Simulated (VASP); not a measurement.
# Si16Ge (a cell with a defect) in VASP: relaxation of the atoms with PBE+D3(BJ)

Aim: the relaxation of the atoms of Si16Ge (a cell with a defect) with PBE+D3(BJ).

Everything below comes from runs of VASP 6.6.1. Logs are shortened: lines on timing, memory, paths and dates and some standing lists are left out, and cuts for length are marked.

### 1 The cell of the first run

The cell holds a defect, 17 atoms: a = 7.679 Å, b = 7.679 Å, c = 7.679 Å, α = 60.00°, β = 60.00°, γ = 60.00°.

### 2 Relaxation of the atoms, PBE+D3(BJ)

Input file INCAR:

```
  PREC = Accurate
  ENCUT = 520
  EDIFF = 1E-6
  ISMEAR = 0
  SIGMA = 0.05
  LREAL = Auto
  LASPH = T
  NELM = 60
  ALGO = Normal
  ISIF = 2
  LWAVE = F
  LCHARG = F
  GGA = PE
  IVDW = 12
  IBRION = 2
  NSW = 80
  EDIFFG = -0.03
```

Input file KPOINTS:

```
Automatic mesh
0
Gamma
  2 2 2
```

Input file POSCAR:

```
Si16Ge
1.0
    0.0000000000      5.4300000000      5.4300000000
    5.4300000000      0.0000000000      5.4300000000
    5.4300000000      5.4300000000      0.0000000000
Si Ge
16 1
Direct
    0.0000000000      0.0000000000      0.0000000000
    0.1250000000      0.1250000000      0.1250000000
    0.0000000000      0.0000000000      0.5000000000
    0.1250000000      0.1250000000      0.6250000000
    0.0000000000      0.5000000000      0.0000000000
    0.1250000000      0.6250000000      0.1250000000
    0.0000000000      0.5000000000      0.5000000000
    0.1250000000      0.6250000000      0.6250000000
    0.5000000000      0.0000000000      0.0000000000
    0.6250000000      0.1250000000      0.1250000000
    0.5000000000      0.0000000000      0.5000000000
    0.6250000000      0.1250000000      0.6250000000
    0.5000000000      0.5000000000      0.0000000000
    0.6250000000      0.6250000000      0.1250000000
    0.5000000000      0.5000000000      0.5000000000
    0.6250000000      0.6250000000      0.6250000000
    0.3737860400      0.3812277300      0.3752367400
```

Potentials or basis: VASP PAW PBE potentials, release 64 (Si, Ge_d).

Command:

```sh
$ cat potpaw_PBE.64/Si/POTCAR potpaw_PBE.64/Ge_d/POTCAR > POTCAR
$ mpirun -np 1 vasp_std > vasp.out
```

OUTCAR:

```text
PREC = Accurate
   ENCUT = 520
   EDIFF = 1E-6
   ISMEAR = 0
   LREAL = Auto
   LASPH = T
   NELM = 60
   ISIF = 2
   GGA = PE
   IVDW = 12
   IBRION = 2
   NSW = 80
   EDIFFG = -0.03
 IVDW          = 12

 ion  position               nearest neighbor table
   1  0.000  0.000  0.000-   2 2.35   4 2.35   6 2.35  10 2.35
   2  0.125  0.125  0.125-   1 2.35   3 2.35   5 2.35   9 2.35
   3  0.000  0.000  0.500-   2 2.35   4 2.35   8 2.35  12 2.35
   4  0.125  0.125  0.625-   1 2.35   3 2.35   7 2.35  11 2.35  17 2.74
   5  0.000  0.500  0.000-   2 2.35   6 2.35   8 2.35  14 2.35
   6  0.125  0.625  0.125-   1 2.35   5 2.35   7 2.35  13 2.35  17 2.71
   7  0.000  0.500  0.500-  17 2.34   6 2.35   8 2.35  16 2.35   4 2.35
   8  0.125  0.625  0.625-   3 2.35   5 2.35   7 2.35  15 2.35  17 2.68
   9  0.500  0.000  0.000-   2 2.35  10 2.35  12 2.35  14 2.35
  10  0.625  0.125  0.125-   1 2.35   9 2.35  11 2.35  13 2.35  17 2.75
  11  0.500  0.000  0.500-   4 2.35  10 2.35  12 2.35  16 2.35  17 2.39
  12  0.625  0.125  0.625-   3 2.35   9 2.35  11 2.35  15 2.35  17 2.72
  13  0.500  0.500  0.000-   6 2.35  10 2.35  14 2.35  16 2.35  17 2.35
  14  0.625  0.625  0.125-   5 2.35   9 2.35  13 2.35  15 2.35  17 2.69
  15  0.500  0.500  0.500-  17 2.32  12 2.35  14 2.35  16 2.35   8 2.35
  16  0.625  0.625  0.625-   7 2.35  11 2.35  13 2.35  15 2.35
  17  0.374  0.381  0.375-  15 2.32   7 2.34  13 2.35  11 2.39   8 2.68  14 2.69   6 2.71  12 2.72
                             4 2.74  10 2.75

  LATTYP: Found a face centered cubic cell.
 ALAT       =    10.8600000000

  Lattice vectors:

 A1 = (   0.0000000000,   5.4300000000,   5.4300000000)
 A2 = (   5.4300000000,   0.0000000000,   5.4300000000)
 A3 = (   5.4300000000,   5.4300000000,   0.0000000000)

Analysis of symmetry for initial positions (statically):
=====================================================================
 Subroutine PRICEL returns:
 Original cell was already a primitive cell.

 Routine SETGRP: Setting up the symmetry group for a
 face centered cubic supercell.

 Subroutine GETGRP returns: Found  1 space group operations
 (whereof  1 operations were pure point group operations)
 out of a pool of 48 trial point group operations.

The static configuration has the point symmetry C_1 .

Analysis of symmetry for dynamics (positions and initial velocities):
=====================================================================
 Subroutine PRICEL returns:
 Original cell was already a primitive cell.

 Routine SETGRP: Setting up the symmetry group for a
 face centered cubic supercell.

 Subroutine GETGRP returns: Found  1 space group operations
 (whereof  1 operations were pure point group operations)
 out of a pool of 48 trial point group operations.

The dynamic configuration has the point symmetry C_1 .

 Subroutine INISYM returns: Found  1 space group operations
 (whereof  1 operations are pure point group operations),
 and found     1 'primitive' translations

----------------------------------------------------------------------------------------

                                     Primitive cell

  volume of cell :     320.2060

  direct lattice vectors                    reciprocal lattice vectors
     0.000000000  5.430000000  5.430000000    -0.092081031  0.092081031  0.092081031
     5.430000000  0.000000000  5.430000000     0.092081031 -0.092081031  0.092081031
     5.430000000  5.430000000  0.000000000     0.092081031  0.092081031 -0.092081031

  length of vectors
     7.679179644  7.679179644  7.679179644     0.159489025  0.159489025  0.159489025

  position of ions in fractional coordinates (direct lattice)
     0.000000000  0.000000000  0.000000000
     0.125000000  0.125000000  0.125000000
     0.000000000  0.000000000  0.500000000
     0.125000000  0.125000000  0.625000000
     0.000000000  0.500000000  0.000000000
     0.125000000  0.625000000  0.125000000
[... 9 lines left out ...]
     0.625000000  0.625000000  0.625000000
     0.373786040  0.381227730  0.375236740

  ion indices of the primitive-cell ions
   primitive index   ion index
                 1           1
                 2           2
                 3           3
                 4           4
                 5           5
                 6           6
[... 9 lines left out ...]
                16          16
                17          17

----------------------------------------------------------------------------------------

 KPOINTS: Automatic mesh

Automatic generation of k-mesh.
 Grid dimensions read from file:
 generate k-points for:    2    2    2

 Generating k-lattice:

  Cartesian coordinates                     Fractional coordinates (reciprocal lattice)
    -0.046040516  0.046040516  0.046040516     0.500000000  0.000000000  0.000000000
     0.046040516 -0.046040516  0.046040516     0.000000000  0.500000000  0.000000000
     0.046040516  0.046040516 -0.046040516     0.000000000  0.000000000  0.500000000

  Length of vectors
     0.079744512  0.079744512  0.079744512

  Shift w.r.t. Gamma in fractional coordinates (k-lattice)
     0.000000000  0.000000000  0.000000000

 Subroutine IBZKPT returns following result:
 ===========================================

 Found      8 irreducible k-points:

 Following reciprocal coordinates:
            Coordinates               Weight
  0.000000  0.000000  0.000000      1.000000
  0.500000  0.000000  0.000000      1.000000
  0.000000  0.500000  0.000000      1.000000
  0.000000  0.000000  0.500000      1.000000
  0.500000  0.500000  0.500000      1.000000
  0.500000  0.500000  0.000000      1.000000
  0.000000  0.500000  0.500000      1.000000
  0.500000  0.000000  0.500000      1.000000
   k-points           NKPTS =      8   k-points in BZ     NKDIM =      8   number of bands    NBANDS=     48
   number of dos      NEDOS =    301   number of ions     NIONS =     17
   total plane-waves  NPLWV = 216000
   dimension x,y,z NGX =    60 NGY =   60 NGZ =   60
   dimension x,y,z NGXF=   120 NGYF=  120 NGZF=  120
   ions per type =              16   1
   NGX,Y,Z   is equivalent  to a cutoff of  12.99, 12.99, 12.99 a.u.
   NGXF,Y,Z  is equivalent  to a cutoff of  25.98, 25.98, 25.98 a.u.
 SYSTEM =  unknown system
   PREC   = accura    normal or accurate (medium, high low for compatibility)
   ISTART =      0    job   : 0-new  1-cont  2-samecut
   ICHARG =      2    charge: 1-file 2-atom 10-const
   ISPIN  =      1    spin polarized calculation?
   LNONCOLLINEAR =      F non collinear calculations
   LSORBIT =      F    spin-orbit coupling
   LASPH  =      T    aspherical Exc in radial PAW
   ENCUT  =  520.0 eV  38.22 Ry    6.18 a.u.  14.28 14.28 14.28*2*pi/ulx,y,z
   NELM   =     60;   NELMIN=  2; NELMDL= -5     # of ELM steps
   EDIFF  = 0.1E-05   stopping-criterion for ELM
   LREAL  =      T    real-space projection
   EDIFFG = -.3E-01   stopping-criterion for IOM
   NSW    =     80    number of steps for IOM
   IBRION =      2    ionic relax: 0-MD 1-quasi-New 2-CG
   NFREE  =      1    steps in history (QN), initial steepest desc. (CG)
   ISIF   =      2    stress and relaxation
   ISYM   =      2    0-nonsym 1-usesym 2-fastsym
   POTIM  = 0.5000    time-step for ionic-motion
   TEBEG  =    0.0;   TEEND  =   0.0 temperature during run
   PSTRESS=    0.0 pullay stress
   NELECT =      78.0000    total number of electrons
   NUPDOWN=      -1.0000    fix difference up-down
   EMIN   =  10.00;   EMAX   =-10.00  energy-range for DOS
   EFERMI =   0.00;   METHOD = LEGACY
   ISMEAR =     0;   SIGMA  =   0.05  broadening in eV -4-tet -1-fermi 0-gaus
   EFERMI_NEDOS =   21; number of points for ismear=-14 and -15
   IALGO  =     38    algorithm
   IMIX   =      4    mixing-type and parameters
     AMIX     =   0.40;   BMIX     =  1.00
     AMIX_MAG =   1.60;   BMIX_MAG =  1.00
  volume/ion in A,a.u.               =      18.84       127.11
  Fermi-wavevector in a.u.,A,eV,Ry     =   1.022421  1.932096 14.222785  1.045345
  Thomas-Fermi vector in A             =   2.156100
   LORBIT       =      0    0 simple, 1 ext, 2 COOP (PROOUT), +10 PAW based schemes
   GGA     = PE    functional components
   LHFCALC =     F    Hartree Fock is set to
   AEXX    =    0.0000 exact exchange contribution
   IVDW    =    12    specifies the selected vdW correction
   LEPSILON=     F    determine dielectric tensor
   LRPA    =     F    only Hartree local field effects (RPA)
 conjugate gradient relaxation of ions
 non-spin polarized calculation
 Gauss-broadening in eV      SIGMA  =   0.05
  energy-cutoff  :      520.00
  volume of cell :      320.21
 maximum number of plane-waves:      8646
 NGX is ok and might be reduce to    60
   NGX = 29   NGY = 29   NGZ = 29

--------------------------------------- Ionic step        1  -------------------------------------------

 number of electron      78.0000003 magnetization

 Free energy of the ion-electron system (eV)
  ---------------------------------------------------
  ext. energy  EPLUGINS =         0.00000000
  ---------------------------------------------------
  free energy    TOTEN  =       -86.35809492 eV

  energy without entropy =      -86.34845382  energy(sigma->0) =      -86.35327437

------------------------ aborting loop because EDIFF is reached ----------------------------------------

 Edisp (eV)   -5.66770

 E8    (eV) :    -2.3558

  FORCE on cell =-STRESS in cart. coord.  units (eV):
  Direction    XX          YY          ZZ          XY          YZ          ZX
  --------------------------------------------------------------------------------------
  -------------------------------------------------------------------------------------
  Total       9.53285     9.52539     9.53002     0.44542     0.57538    -0.07316
  in kB      47.69839    47.66107    47.68426     2.22867     2.87895    -0.36607
  external pressure =       47.68 kB  Pullay stress =        0.00 kB

 VOLUME and BASIS-vectors are now :
 -----------------------------------------------------------------------------
  energy-cutoff  :      520.00
  volume of cell :      320.21
      direct lattice vectors                 reciprocal lattice vectors
     0.000000000  5.430000000  5.430000000    -0.092081031  0.092081031  0.092081031
     5.430000000  0.000000000  5.430000000     0.092081031 -0.092081031  0.092081031
     5.430000000  5.430000000  0.000000000     0.092081031  0.092081031 -0.092081031
[... 293 lines left out ...]
      6.79576      6.78632      6.79390        -0.010383      0.000409     -0.009213
      4.08413      4.07041      4.08152        -0.023763      0.004921     -0.019088
 -----------------------------------------------------------------------------------
    total drift:                                0.000364      0.000822      0.000282

  FREE ENERGIE OF THE ION-ELECTRON SYSTEM (eV)
  ---------------------------------------------------
  free  energy   TOTEN  =       -92.3631484344 eV

  energy  without entropy=      -92.3526431785  energy(sigma->0) =      -92.35789581

--------------------------------------- Ionic step        7  -------------------------------------------

 number of electron      77.9999999 magnetization

 Free energy of the ion-electron system (eV)
  ---------------------------------------------------
  ext. energy  EPLUGINS =         0.00000000
  ---------------------------------------------------
  free energy    TOTEN  =       -86.69665568 eV

  energy without entropy =      -86.68617545  energy(sigma->0) =      -86.69141557

 E-fermi :   6.9404     XC(G=0):  -9.7494

 val. band max:        6.6838459841   @ k =   0.0000   0.0000   0.0000
 cond. band min:       6.9501175874   @ k =   0.0000   0.0000   0.0000
 fundamental gap:      0.2662716033
 Fermi energy:         6.9404406151

 k-point     1 :       0.0000    0.0000    0.0000
  band No.  band energies     occupation
      1     -18.2530      2.00000
      2     -18.2529      2.00000
      3     -18.2527      2.00000
      4     -18.2391      2.00000
      5     -18.2391      2.00000
      6      -6.5245      2.00000
[... 427 lines left out ...]
      2.70831      2.70696      0.00857        -0.000391      0.005337     -0.007446
      4.07312      4.07203      1.31050         0.005443     -0.006851     -0.001851
      2.70696      0.00894      2.70671         0.005219     -0.008514      0.006607
      4.07278      1.30900      4.07257         0.000006     -0.001169     -0.002954
[... 9 lines left out ...]
      6.79549      6.78627      6.79370        -0.003169      0.001641     -0.003730
      4.08368      4.07048      4.08117        -0.016556      0.004493     -0.013523
 -----------------------------------------------------------------------------------
    total drift:                                0.001348      0.000458      0.001302

  FREE ENERGIE OF THE ION-ELECTRON SYSTEM (eV)
  ---------------------------------------------------
  free  energy   TOTEN  =       -92.3631706820 eV

  energy  without entropy=      -92.3526904477  energy(sigma->0) =      -92.35793056

 reached required accuracy - stopping structural energy minimisation
```

It took 20 min on 1 thread of Oxide Virtual Turin-like, shared host; peak memory 0.53 GiB.

Results:

```yaml
Free_energy: -92.3632 eV
Energy_gained_by_relaxing: 19.8 meV/atom
Ionic_steps: 7
Pressure_after_relaxing: 3.7 GPa
Largest_force_after_relaxing: 0.022 eV/Å
Band_gap_on_the_k_mesh: zero (bands 39 and 40 overlap by 0.31 eV)
Dispersion_energy_per_atom: -0.333 eV
```

Forces on the atoms (eV/Å):
```
Si  -0.003  0.001 -0.002
Si  -0.002  0.000 -0.001
Si   0.000  0.005 -0.007
Si   0.005 -0.007 -0.002
Si   0.005 -0.009  0.007
Si   0.000 -0.001 -0.003
Si   0.008 -0.002  0.005
Si   0.001  0.004  0.003
Si  -0.007  0.003  0.000
Si  -0.002 -0.006  0.004
Si  -0.005  0.012 -0.007
Si   0.009  0.001  0.009
Si   0.004 -0.006  0.010
Si   0.004  0.006  0.001
Si   0.002 -0.008  0.000
Si  -0.003  0.002 -0.004
Ge  -0.017  0.004 -0.014
```

The path:
```tsv
step	energy change (eV)	largest force (eV/Å)	pressure (GPa)
1	0.0000	1.7951	4.77
2	-0.3300	0.1676	3.76
3	-0.3305	0.2374	3.73
4	-0.3361	0.0989	3.71
5	-0.3362	0.1122	3.71
6	-0.3374	0.0309	3.71
7	-0.3374	0.0218	3.71
```

Final structure:
```
CELL_PARAMETERS angstrom
0.00000 5.43000 5.43000
5.43000 0.00000 5.43000
5.43000 5.43000 0.00000
ATOMIC_POSITIONS crystal
Si 0.00058 0.00080 0.00062
Si 0.12503 0.12490 0.12500
Si 0.00067 0.00091 0.49785
Si 0.12057 0.12077 0.62934
Si 0.00080 0.49767 0.00085
Si 0.12051 0.62950 0.12055
Si 0.98816 0.50387 0.50395
Si 0.12049 0.62959 0.62957
Si 0.49790 0.00088 0.00068
Si 0.62931 0.12078 0.12063
Si 0.50337 0.98989 0.50335
Si 0.62941 0.12075 0.62941
Si 0.50385 0.50375 0.98852
Si 0.62953 0.62957 0.12054
Si 0.50431 0.50418 0.50428
Si 0.62472 0.62642 0.62505
Ge 0.37458 0.37701 0.37505
```

Levels at points of the mesh, in eV from the Fermi level:
| k point | band 37 | band 38 | band 39 | band 40 | band 41 | band 42 |
| --- | --- | --- | --- | --- | --- | --- |
| (0.00, 0.00, 0.00) | -0.81 | -0.81 | -0.27 | -0.26 | -0.26 | 0.01 |
| (0.50, 0.00, 0.00) | -1.49 | -1.48 | -0.34 | 0.51 | 0.52 | 0.86 |
| (0.00, 0.50, 0.00) | -1.49 | -1.48 | -0.34 | 0.51 | 0.51 | 0.86 |
| (0.00, 0.00, 0.50) | -1.49 | -1.48 | -0.34 | 0.51 | 0.52 | 0.86 |
| (0.50, 0.50, 0.50) | -1.49 | -1.48 | -0.34 | 0.51 | 0.52 | 0.86 |
| (0.50, 0.50, 0.00) | -1.92 | -1.32 | 0.05 | 0.79 | 1.03 | 1.03 |
| (0.00, 0.50, 0.50) | -1.92 | -1.32 | 0.05 | 0.79 | 1.03 | 1.04 |
| (0.50, 0.00, 0.50) | -1.92 | -1.32 | 0.05 | 0.79 | 1.03 | 1.03 |

Caveat: the k points lie up to 0.50 Å⁻¹ apart.
